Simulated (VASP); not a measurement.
# MnSi (Pm-3m) in VASP: relaxation of cell and atoms with PBE0

Aim: the relaxation of cell and atoms of MnSi with PBE0.

Program: VASP 6.6.1. These are calculated values, not measurements. Logs are shortened: lines on timing, memory, paths and dates and some standing lists are left out, and cuts for length are marked.

### 1 The cell of the first run

It takes space group Pm-3m (No. 221, cubic). The conventional cell has a = 2.987 Å, b = 2.987 Å, c = 2.987 Å, α = 90.00°, β = 90.00°, γ = 90.00°. Mn (site symmetry m-3m) has 8 Si at 2.59 Å and 6 Mn at 2.99 Å within 3.4 Å. Si (site symmetry m-3m) has 8 Mn at 2.59 Å and 6 Si at 2.99 Å within 3.4 Å.

### 2 Relaxation of cell and atoms, PBE0, collinear spin, ferromagnetic start

Input file POSCAR:

```
MnSi
1.0
    2.9874314600      0.0000000000      0.0000000000
    0.0000000000      2.9874314600      0.0000000000
    0.0000000000      0.0000000000      2.9874314600
Mn Si
1 1
Direct
    0.5000000000      0.5000000000      0.5000000000
    0.0000000000      0.0000000000      0.0000000000
```

Input file INCAR.step1:

```
SYSTEM = MnSi
PREC     = Accurate       ! precision mode
ENCUT    = 600            ! plane-wave cutoff, eV
EDIFF    = 1E-5           ! SCF threshold, eV
ISMEAR   = -1             ! smearing method
SIGMA    = 0.05           ! smearing width, eV
LREAL    = .False.        ! projectors in reciprocal space
LASPH    = .True.         ! aspherical terms in the spheres
NELM     = 150            ! most SCF steps
ALGO     = Normal         ! electronic algorithm
LWAVE    = .True.         ! write WAVECAR
LCHARG   = .False.        ! write CHGCAR
ISPIN    = 2              ! spin polarisation
MAGMOM   = 4 0            ! initial moments
LORBIT   = 11             ! projections on sites
LMAXMIX  = 4              ! l up to which the mixer works
GGA      = PE             ! functional
NBANDS   = 20             ! bands
KPAR     = 4
```

Input file INCAR.step2:

```
SYSTEM = MnSi
PREC     = Accurate       ! precision mode
ENCUT    = 600            ! plane-wave cutoff, eV
EDIFF    = 1E-7           ! SCF threshold, eV
ISMEAR   = -1             ! smearing method
SIGMA    = 0.05           ! smearing width, eV
LREAL    = .False.        ! projectors in reciprocal space
LASPH    = .True.         ! aspherical terms in the spheres
NELM     = 150            ! most SCF steps
ALGO     = Normal         ! electronic algorithm
ISIF     = 3              ! what is computed and relaxed
LWAVE    = .False.        ! write WAVECAR
LCHARG   = .False.        ! write CHGCAR
ISPIN    = 2              ! spin polarisation
MAGMOM   = 4 0            ! initial moments
LORBIT   = 11             ! projections on sites
LMAXMIX  = 4              ! l up to which the mixer works
GGA      = PE             ! functional
LHFCALC  = .True.         ! exact exchange
AEXX     = 0.25           ! exact-exchange fraction
PRECFOCK = Normal       
IBRION   = 2              ! ionic algorithm
NSW      = 60             ! ionic steps
EDIFFG   = -0.01          ! ionic threshold
ISTART   = 1            
KPAR     = 4
```

Input file KPOINTS:

```
regular mesh
0
Gamma
  5 5 5
  0 0 0
```

Potentials or basis: VASP PAW PBE potentials, release 64 (Mn_pv, Si).

The run is started by

```console
$ cat potpaw_PBE.64/Mn_pv/POTCAR potpaw_PBE.64/Si/POTCAR > POTCAR
$ cp INCAR.step1 INCAR
$ mpirun -np 4 vasp_std > vasp.out
$ cp INCAR.step2 INCAR
$ mpirun -np 4 vasp_std > vasp.out
```

OUTCAR:

```text
SYSTEM = MnSi
   PREC = Accurate
   ENCUT = 600
   EDIFF = 1E-7
   ISMEAR = -1
   LREAL = .False.
   LASPH = .True.
   NELM = 150
   ISIF = 3
   ISPIN = 2
   LORBIT = 11
   GGA = PE
   LHFCALC = .True.
   AEXX = 0.25
   PRECFOCK = Normal
   IBRION = 2
   NSW = 60
   EDIFFG = -0.01
   ISTART = 1

 ion  position               nearest neighbor table
   1  0.500  0.500  0.500-   2 2.59   2 2.59   2 2.59   2 2.59   2 2.59   2 2.59   2 2.59   2 2.59

   2  0.000  0.000  0.000-   1 2.59   1 2.59   1 2.59   1 2.59   1 2.59   1 2.59   1 2.59   1 2.59

  LATTYP: Found a simple cubic cell.
 ALAT       =     2.9874314600

  Lattice vectors:

 A1 = (   2.9874314600,   0.0000000000,   0.0000000000)
 A2 = (   0.0000000000,   2.9874314600,   0.0000000000)
 A3 = (   0.0000000000,   0.0000000000,   2.9874314600)

Analysis of symmetry for initial positions (statically):
=====================================================================
 Subroutine PRICEL returns:
 Original cell was already a primitive cell.

 Routine SETGRP: Setting up the symmetry group for a
 simple cubic supercell.

 Subroutine GETGRP returns: Found 48 space group operations
 (whereof 48 operations were pure point group operations)
 out of a pool of 48 trial point group operations.

The static configuration has the point symmetry O_h .

Analysis of symmetry for dynamics (positions and initial velocities):
=====================================================================
 Subroutine PRICEL returns:
 Original cell was already a primitive cell.

 Routine SETGRP: Setting up the symmetry group for a
 simple cubic supercell.

 Subroutine GETGRP returns: Found 48 space group operations
 (whereof 48 operations were pure point group operations)
 out of a pool of 48 trial point group operations.

The dynamic configuration has the point symmetry O_h .

Analysis of structural, dynamic, and magnetic symmetry:
=====================================================================
 Subroutine PRICEL returns:
 Original cell was already a primitive cell.

 Routine SETGRP: Setting up the symmetry group for a
 simple cubic supercell.

 Subroutine GETGRP returns: Found 48 space group operations
 (whereof 48 operations were pure point group operations)
 out of a pool of 48 trial point group operations.

The overall configuration has the point symmetry O_h .

 Subroutine INISYM returns: Found 48 space group operations
 (whereof 48 operations are pure point group operations),
 and found     1 'primitive' translations

----------------------------------------------------------------------------------------

                                     Primitive cell

  volume of cell :      26.6621

  direct lattice vectors                    reciprocal lattice vectors
     2.987431460  0.000000000  0.000000000     0.334735713  0.000000000  0.000000000
     0.000000000  2.987431460  0.000000000     0.000000000  0.334735713  0.000000000
     0.000000000  0.000000000  2.987431460     0.000000000  0.000000000  0.334735713

  length of vectors
     2.987431460  2.987431460  2.987431460     0.334735713  0.334735713  0.334735713

  position of ions in fractional coordinates (direct lattice)
     0.500000000  0.500000000  0.500000000
     0.000000000  0.000000000  0.000000000

  ion indices of the primitive-cell ions
   primitive index   ion index
                 1           1
                 2           2

----------------------------------------------------------------------------------------

 KPOINTS: regular mesh

Automatic generation of k-mesh.
 Grid dimensions read from file:
 generate k-points for:    5    5    5

 Generating k-lattice:

  Cartesian coordinates                     Fractional coordinates (reciprocal lattice)
     0.066947143  0.000000000  0.000000000     0.200000000  0.000000000  0.000000000
     0.000000000  0.066947143  0.000000000     0.000000000  0.200000000  0.000000000
     0.000000000  0.000000000  0.066947143     0.000000000  0.000000000  0.200000000

  Length of vectors
     0.066947143  0.066947143  0.066947143

  Shift w.r.t. Gamma in fractional coordinates (k-lattice)
     0.000000000  0.000000000  0.000000000

 Subroutine IBZKPT returns following result:
 ===========================================

 Found     10 irreducible k-points:

 Following reciprocal coordinates:
            Coordinates               Weight
  0.000000  0.000000  0.000000      1.000000
  0.200000  0.000000  0.000000      6.000000
  0.400000  0.000000  0.000000      6.000000
  0.200000  0.200000  0.000000     12.000000
  0.400000  0.200000  0.000000     24.000000
  0.400000  0.400000  0.000000     12.000000
  0.200000  0.200000  0.200000      8.000000
  0.400000  0.200000  0.200000     24.000000
  0.400000  0.400000  0.200000     24.000000
  0.400000  0.400000  0.400000      8.000000
   k-points           NKPTS =     10   k-points in BZ     NKDIM =    125   number of bands    NBANDS=     14
   number of dos      NEDOS =    301   number of ions     NIONS =      2
   total plane-waves  NPLWV =  13824
   dimension x,y,z NGX =    24 NGY =   24 NGZ =   24
   dimension x,y,z NGXF=    48 NGYF=   48 NGZF=   48
   ions per type =               1   1
   NGX,Y,Z   is equivalent  to a cutoff of  13.36, 13.36, 13.36 a.u.
   NGXF,Y,Z  is equivalent  to a cutoff of  26.71, 26.71, 26.71 a.u.
 SYSTEM =  MnSi
   PREC   = accura    normal or accurate (medium, high low for compatibility)
   ISTART =      1    job   : 0-new  1-cont  2-samecut
   ICHARG =      0    charge: 1-file 2-atom 10-const
   ISPIN  =      2    spin polarized calculation?
   LNONCOLLINEAR =      F non collinear calculations
   LSORBIT =      F    spin-orbit coupling
   LASPH  =      T    aspherical Exc in radial PAW
   ENCUT  =  600.0 eV  44.10 Ry    6.64 a.u.   5.97  5.97  5.97*2*pi/ulx,y,z
   NELM   =    150;   NELMIN=  2; NELMDL=  0     # of ELM steps
   EDIFF  = 0.1E-06   stopping-criterion for ELM
   LREAL  =      F    real-space projection
   EDIFFG = -.1E-01   stopping-criterion for IOM
   NSW    =     60    number of steps for IOM
   IBRION =      2    ionic relax: 0-MD 1-quasi-New 2-CG
   NFREE  =      1    steps in history (QN), initial steepest desc. (CG)
   ISIF   =      3    stress and relaxation
   ISYM   =      3    0-nonsym 1-usesym 2-fastsym
   POTIM  = 0.5000    time-step for ionic-motion
   TEBEG  =    0.0;   TEEND  =   0.0 temperature during run
   PSTRESS=    0.0 pullay stress
   NELECT =      17.0000    total number of electrons
   NUPDOWN=      -1.0000    fix difference up-down
   EMIN   =  10.00;   EMAX   =-10.00  energy-range for DOS
   EFERMI =   0.00;   METHOD = LEGACY
   ISMEAR =    -1;   SIGMA  =   0.05  broadening in eV -4-tet -1-fermi 0-gaus
   EFERMI_NEDOS =   21; number of points for ismear=-14 and -15
   IALGO  =     38    algorithm
   IMIX   =      1    mixing-type and parameters
     AMIX     =   0.40;   BMIX     =  1.00
     AMIX_MAG =   1.60;   BMIX_MAG =  1.00
  volume/ion in A,a.u.               =      13.33        89.96
  Fermi-wavevector in a.u.,A,eV,Ry     =   1.409050  2.662719 27.013319  1.985423
  Thomas-Fermi vector in A             =   2.531146
   LORBIT       =     11    0 simple, 1 ext, 2 COOP (PROOUT), +10 PAW based schemes
   GGA     = PE    functional components
   LHFCALC =     T    Hartree Fock is set to
   PRECFOCK=normal    Normal, Fast or Accurate (Low or Medium for compatibility)
   ENCUT4O =  -1.0   cutoff for four orbital integrals eV
   NKREDX  =     1    reduce k-point grid by
   NKREDY  =     1    reduce k-point grid by
   NKREDZ  =     1    reduce k-point grid by
   AEXX    =    0.2500 exact exchange contribution
   HFSCREEN=    0.0000 screening length (either q_TF or 0.3 A-1)
   HFSCREENC=   0.0000 screening length for correlation (either q_TF or 0.3 A-1)
   ENCUTFOCK=  -1.0 apply spherical cutoff to Coloumb kernel
   IVDW    =     0    specifies the selected vdW correction
   LEPSILON=     F    determine dielectric tensor
   LRPA    =     F    only Hartree local field effects (RPA)
 conjugate gradient relaxation of ions
 spin polarized calculation
  energy-cutoff  :      600.00
  volume of cell :       26.66
 maximum number of plane-waves:       904
 NGX is ok and might be reduce to    24
  NGX = 18; NGY = 18; NGZ = 18

--------------------------------------- Ionic step        1  -------------------------------------------

 number of electron      17.0000003 magnetization       1.1280040

 Free energy of the ion-electron system (eV)
  ---------------------------------------------------
  ext. energy  EPLUGINS =         0.00000000
  ---------------------------------------------------
  free energy    TOTEN  =       -19.36396924 eV

  energy without entropy =      -19.36392143  energy(sigma->0) =      -19.36394534

 E-fermi :   9.7562     XC(G=0):  -9.5123

 val. band max:        9.3471315619   @ k =   0.2000   0.2000   0.2000
 cond. band min:      10.1022020096   @ k =   0.2000   0.0000   0.0000
 fundamental gap:      0.7550704478
 Fermi energy:         9.7562201752

 spin component 1

 k-point     1 :       0.0000    0.0000    0.0000
  band No.  band energies     occupation
      1     -43.8167      1.00000
      2     -43.7858      1.00000
      3     -43.7836      1.00000
      4      -4.4381      1.00000
      5       5.6099      1.00000
      6       5.6099      1.00000
      7       6.6546      1.00000
      8       6.6854      1.00000
      9       6.6874      1.00000
     10      13.3414      0.00000
     11      13.3548      0.00000
     12      13.3564      0.00000
     13      18.7280      0.00000
     14      18.7280      0.00000
[... 539 lines left out ...]
  energy  without entropy=      -19.9357082441  energy(sigma->0) =      -19.93906627

--------------------------------------- Ionic step        7  -------------------------------------------

 number of electron      16.9999989 magnetization       0.7439877

 Free energy of the ion-electron system (eV)
  ---------------------------------------------------
  ext. energy  EPLUGINS =         0.00000000
  ---------------------------------------------------
  free energy    TOTEN  =       -19.94254814 eV

  energy without entropy =      -19.93583982  energy(sigma->0) =      -19.93919398

 E-fermi :  12.3353     XC(G=0): -10.4308

 val. band max:       12.3178601105   @ k =   0.4000   0.4000   0.2000
 cond. band min:      12.9894252560   @ k =   0.4000   0.4000   0.2000
 fundamental gap:      0.6715651456
 Fermi energy:        12.3352698819

 spin component 1

 k-point     1 :       0.0000    0.0000    0.0000
  band No.  band energies     occupation
      1     -39.7316      1.00000
      2     -39.7316      1.00000
      3     -39.7316      1.00000
      4      -3.2455      1.00000
      5       8.2702      1.00000
      6       8.2703      1.00000
      7      10.7987      1.00000
      8      10.7987      1.00000
      9      10.7987      1.00000
     10      17.3619      0.00000
     11      17.3619      0.00000
     12      17.3619      0.00000
     13      23.2040      0.00000
     14      23.2040      0.00000
[... 353 lines left out ...]
  FREE ENERGIE OF THE ION-ELECTRON SYSTEM (eV)
  ---------------------------------------------------
  free  energy   TOTEN  =       -19.9425481353 eV

  energy  without entropy=      -19.9358398177  energy(sigma->0) =      -19.93919398

 reached required accuracy - stopping structural energy minimisation

 total charge

# of ion       s       p       d       tot
------------------------------------------
    1        0.361   6.405   5.474  12.240
    2        0.700   0.945   0.000   1.645
--------------------------------------------------
tot          1.061   7.350   5.474  13.885

 magnetization (x)

# of ion       s       p       d       tot
------------------------------------------
    1        0.001   0.030   0.812   0.843
    2       -0.025  -0.067   0.000  -0.092
--------------------------------------------------
tot         -0.023  -0.037   0.812   0.751
```

Run time: 49 min. Hardware: 4 MPI ranks of Intel Xeon Platinum 8559C (Emerald Rapids), shared host; peak memory 0.19 GiB.

What came out:

```yaml
Free_energy: -19.9425 eV
Relaxed_volume: 10.49 Å³/atom
Relaxed_cell: a = 2.758 Å, b = 2.758 Å, c = 2.758 Å, α = 90.00°, β = 90.00°, γ = 90.00°
Space_group_after_relaxing_to_0.1_Å: Pm-3m (No. 221)
Energy_gained_by_relaxing: 289.3 meV/atom
Ionic_steps: 7
Pressure_after_relaxing: 0.0 GPa
Net_moment: 0.74 μB per cell
Site_moments: Mn +0.84; Si -0.09 μB
Valence_electrons_inside_the_program's_atomic_spheres: Mn 12.24; Si 1.65
```

Step by step:
```csv
step,energy change (eV),largest force (eV/Å),pressure (GPa),volume (Å³)
1,0.0000,0.0000,-29.68,26.66
2,-0.2029,0.0000,51.04,18.22
3,-0.5717,0.0000,-5.13,21.39
4,-0.5784,0.0000,-0.88,21.04
5,-0.5785,0.0000,0.49,20.94
6,-0.5785,0.0000,-0.73,21.03
7,-0.5786,0.0000,0.02,20.97
```

Final structure:
```
Mn Si
1.0
     2.75763    0.00000    0.00000
     0.00000    2.75763    0.00000
     0.00000    0.00000    2.75763
Mn Si
1 1
Direct
  0.50000 0.50000 0.50000
  0.00000 0.00000 0.00000
```

Levels at points of the mesh, in eV from the Fermi level:
Spin up:
```tsv
k point	band 6	band 7	band 8	band 9	band 10	band 11	band 12	band 13
(0.00, 0.00, 0.00)	-4.06	-1.54	-1.54	-1.54	5.03	5.03	5.03	10.87
```
Spin down:
```
           k point  band 6  band 7  band 8  band 9  band 10  band 11
(0.00, 0.00, 0.00)   -3.66    1.54    1.54    1.54     4.86     4.86
```

Caveat: the k points lie up to 0.46 Å⁻¹ apart in the final cell; the volume moved by over 15 % at a fixed basis, so the end points are rough; the PAW data sets were made with another functional, which shifts forces and pressure a little.
